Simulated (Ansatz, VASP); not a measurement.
# Two plane-wave programs on Hf

The input INCAR:

```
PREC = Accurate
ENCUT = 520
EDIFF = 1E-6
ISMEAR = 0
SIGMA = 0.15
LREAL = F
LASPH = T
NELM = 80
ALGO = Fast
ISIF = 2
LWAVE = F
LCHARG = F
GGA = PS
NBANDS = 11
```

Contents of KPOINTS:

```
regular mesh
0
Gamma
  20 20 20
```

POSCAR

```
Hf
1.0
   -1.5768127388      1.5768127388      2.3652191083
    1.5768127388     -1.5768127388      2.3652191083
    1.5768127388      1.5768127388     -2.3652191083
Hf
1
Direct
    0.0000000000      0.0000000000      0.0000000000
```

Input for Ansatz:

```yaml
crystal:
  lattice:
    - [-1.5768127388, 1.5768127388, 2.3652191083]
    - [1.5768127388, -1.5768127388, 2.3652191083]
    - [1.5768127388, 1.5768127388, -2.3652191083]
  atoms:
    - { symbol: Hf, position: [0.0, 0.0, 0.0] }
basis:
  ecutwfc: 420
kpoints:
  mp_grid: { grid: [20, 20, 20] }
hamiltonian:
  xc: pbesol
scf:
  occupations: { method: gaussian, width: 0.15 }
output:
  forces: true
  stress: true
  eigenvalues: true
```

Alike in both runs: task single point; functional PBEsol; k mesh 20 × 20 × 20; occupations gaussian, width 0.15 eV; no spin polarisation.

|  | VASP | Ansatz |
| --- | --- | --- |
| version | VASP 6.6.1 | Ansatz 0.2.0 |
| potentials or method | VASP PAW PBE potentials, release 64 (Hf_pv), cutoff 520 eV | scalar-relativistic, plane waves, PAW |
| valence electrons in the cell | 10 | 26 |

Ansatz gave:

| Item | Value |
| --- | --- |
| gap on the k mesh at the Fermi level (eV) | none |
| pressure (GPa) | -8.1 |
| traceless stress, the component that is largest in VASP (GPa) | -2.01 |

Question: What did VASP give for the same quantities?

Answer: gap on the k mesh at the Fermi level (eV): none; pressure (GPa): -8.4; traceless stress, the component that is largest in VASP (GPa): -2.02.

VASP's potentials were made for PBE, not for PBEsol. A gap of «none» marks a metal or a gap that the smearing closes. With one functional, cell and mesh, what is left measures potentials, basis and numerics. VASP's potentials hold 10 valence electrons a cell and Ansatz's 26, so a difference there can come from the potentials and not from the codes.

Spin-orbit coupling is off throughout.
